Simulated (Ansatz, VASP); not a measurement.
**Two plane-wave programs on MoS2**

```xyz
42
Lattice="7.8535 2.7205 0.0000 -1.5707 -8.1616 0.0000 0.0000 0.0000 -12.5851" Properties=species:S:1:pos:R:3 pbc="T T T"
Mo    1.5707   -4.5342   -9.4388
Mo    4.7121   -4.5342   -9.4388
Mo    3.1414   -1.8137   -9.4388
Mo    0.0000   -7.2547   -9.4388
Mo    6.2828   -1.8137   -9.4388
Mo    4.7121    0.9068   -9.4388
Mo    0.0000   -1.8137   -9.4388
Mo    0.0000   -3.6274   -3.1463
Mo    3.1414   -3.6274   -3.1463
Mo    1.5707   -0.9068   -3.1463
Mo    6.2828   -3.6274   -3.1463
Mo    4.7121   -0.9068   -3.1463
Mo    1.5707   -6.3479   -3.1463
Mo    6.2828    1.8137   -3.1463
S     1.5707   -4.5342   -4.7053
S     4.7121   -4.5342   -4.7053
S     3.1414   -1.8137   -4.7053
S     0.0000   -7.2547   -4.7053
S     6.2828   -1.8137   -4.7053
S     4.7121    0.9068   -4.7053
S     0.0000   -1.8137   -4.7053
S     0.0000   -3.6274   -7.8798
S     3.1414   -3.6274   -7.8798
S     1.5707   -0.9068   -7.8798
S     6.2828   -3.6274   -7.8798
S     4.7121   -0.9068   -7.8798
S     1.5707   -6.3479   -7.8798
S     6.2828    1.8137   -7.8798
S     1.5707   -4.5342   -1.5872
S     4.7121   -4.5342   -1.5872
S     3.1414   -1.8137   -1.5872
S     0.0000   -7.2547   -1.5872
S     6.2828   -1.8137   -1.5872
S     4.7121    0.9068   -1.5872
S     0.0000   -1.8137   -1.5872
S     0.0000   -3.6274  -10.9979
S     3.1414   -3.6274  -10.9979
S     1.5707   -0.9068  -10.9979
S     6.2828   -3.6274  -10.9979
S     4.7121   -0.9068  -10.9979
S     1.5707   -6.3479  -10.9979
S     6.2828    1.8137  -10.9979
```

Alike in both runs: task single point; functional PBEsol; k mesh 2 × 2 × 2; occupations gaussian, width 0.01 eV; no spin polarisation.

|  | VASP | Ansatz |
| --- | --- | --- |
| version | VASP 6.6.1 | Ansatz 0.2.0 |
| potentials or method | VASP PAW PBE potentials, release 64 (Mo_sv, S), cutoff 520 eV | scalar-relativistic, plane waves, PAW |
| valence electrons in the cell | 364 | 364 |

Ansatz gave:

* gap on the k mesh at the Fermi level (eV): 1.23
* least direct gap on the mesh (eV): 1.23
* pressure (GPa): 0.0

Task: What did VASP give for the same quantities?

Result: gap on the k mesh at the Fermi level (eV): 1.24; least direct gap on the mesh (eV): 1.24; pressure (GPa): 0.0.

VASP's potentials were made for PBE, not for PBEsol.

The k mesh is coarse, so the values compare programs but aren't converged.
